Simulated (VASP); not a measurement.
SiF:

```xyz
8
Lattice="3.1327 0.0000 0.0000 -1.5663 2.7130 0.0000 0.0000 0.0000 10.3228" Properties=species:S:1:pos:R:3 pbc="T T T"
Si    1.5663    0.9043    1.2903
Si    1.5663    0.9043    3.8710
Si    0.0000    1.8087    6.4517
Si    0.0000    1.8087    9.0324
F     0.0000    0.0000    0.0000
F     0.0000    1.8087    2.5807
F     0.0000    0.0000    5.1614
F     1.5663    0.9043    7.7421
```

| Quantity | Value |
| --- | --- |
| Program | VASP 6.6.1 |
| Task | relaxation of cell and atoms |
| Functional | PBE |
| Potentials or basis | VASP PAW PBE potentials, release 64 (Si, F) |
| Cutoff | 600 eV |
| k mesh | 6 × 6 × 2 |
| Occupations | gaussian, width 0.1 eV |
| Spin | no spin polarisation |

At the start: pressure 55.1 GPa; volume 10.97 Å³/atom.

Problem. How do energy, volume and symmetry change on relaxing?

Solution. Over 39 steps the energy falls by 897.2 meV/atom and the volume is 13.57 Å³/atom (+23.8 %); space group P6_3/mmc (No. 194, to 0.1 Å) before and after.

Step by step:
| step | energy change (eV) | largest force (eV/Å) | pressure (GPa) | volume (Å³) |
| --- | --- | --- | --- | --- |
| 1 | 0.0000 | 0.0170 | 55.12 | 87.73 |
| 2 | -4.3257 | 0.1343 | -8.90 | 144.88 |
| 3 | -4.8966 | 0.1254 | 0.86 | 124.65 |
| 4 | -4.9001 | 0.1262 | -0.08 | 126.11 |
| 5 | -4.9064 | 0.1078 | -0.07 | 126.16 |
| 6 | -4.9266 | 0.0540 | -0.05 | 126.28 |
| 7 | -4.9871 | 0.0332 | 0.13 | 126.45 |
| 8 | -5.1151 | 0.6832 | 1.04 | 126.52 |
| 9 | -5.1131 | 0.5189 | 0.85 | 126.53 |
| 10 | -5.1156 | 0.6178 | 0.98 | 126.52 |
| 11 | -5.1170 | 0.6392 | 0.97 | 126.55 |
| 12 | -5.1202 | 0.7048 | 0.98 | 126.63 |
| 13 | -5.1215 | 0.8509 | 1.00 | 126.78 |
| 14 | -5.1219 | 0.7996 | 0.99 | 126.73 |
| 15 | -5.1259 | 0.8014 | 0.95 | 126.78 |
| 16 | -5.1379 | 0.8076 | 0.81 | 126.93 |
| 17 | -5.1616 | 0.8206 | 0.51 | 127.22 |
| 18 | -5.2082 | 0.8514 | -0.01 | 127.80 |
| 19 | -5.2975 | 0.9184 | -1.11 | 128.93 |
| 20 | -5.4485 | 1.0440 | -3.35 | 131.11 |
| 21 | -5.5591 | 1.2458 | -7.92 | 135.08 |
| 22 | -5.5556 | 1.1992 | -6.44 | 133.89 |
| 23 | -5.5865 | 1.1947 | -6.61 | 133.75 |
| 24 | -5.6768 | 1.1763 | -7.06 | 133.31 |
| 25 | -5.8435 | 1.1181 | -8.06 | 132.35 |
| 26 | -6.1147 | 1.0377 | -10.47 | 130.15 |
| 27 | -6.1177 | 0.5932 | -14.57 | 124.59 |
| 28 | -6.2048 | 0.9589 | -12.21 | 128.01 |
| 29 | -6.4739 | 0.7184 | -11.34 | 124.51 |
| 30 | -6.9610 | 0.0259 | -6.93 | 114.25 |
| 31 | -6.9915 | 0.3219 | -4.35 | 110.55 |
| 32 | -6.9928 | 0.2738 | -4.83 | 111.18 |
| 33 | -7.0605 | 0.1955 | -3.78 | 110.60 |
| 34 | -7.1677 | 0.1392 | -0.59 | 108.88 |
| 35 | -7.1710 | 0.2313 | 0.20 | 108.47 |
| 36 | -7.1711 | 0.2184 | 0.08 | 108.53 |
| 37 | -7.1762 | 0.0915 | 0.09 | 108.56 |
| 38 | -7.1773 | 0.0524 | 0.12 | 108.60 |
| 39 | -7.1775 | 0.0123 | 0.12 | 108.59 |

Final structure:
```cif
data_structure
_symmetry_space_group_name_H-M 'P 1'
_symmetry_Int_Tables_number 1
_cell_length_a 3.9306
_cell_length_b 3.9306
_cell_length_c 8.1163
_cell_angle_alpha 90.000
_cell_angle_beta 90.000
_cell_angle_gamma 120.000
_cell_volume 108.59
loop_
_atom_site_label
_atom_site_type_symbol
_atom_site_fract_x
_atom_site_fract_y
_atom_site_fract_z
_atom_site_occupancy
Si1 Si 0.66667 0.33333 0.09650 1
Si2 Si 0.66667 0.33333 0.40350 1
Si3 Si 0.33333 0.66667 0.59650 1
Si4 Si 0.33333 0.66667 0.90350 1
F1 F 0.00000 0.00000 0.00000 1
F2 F 0.33333 0.66667 0.25000 1
F3 F 0.00000 0.00000 0.50000 1
F4 F 0.66667 0.33333 0.75000 1
```

Caveat: the k points lie up to 0.39 Å⁻¹ apart in the final cell, too coarse for converged energies and pressures of a metal; the volume moved by over 15 % at a fixed basis, so the end points are rough.
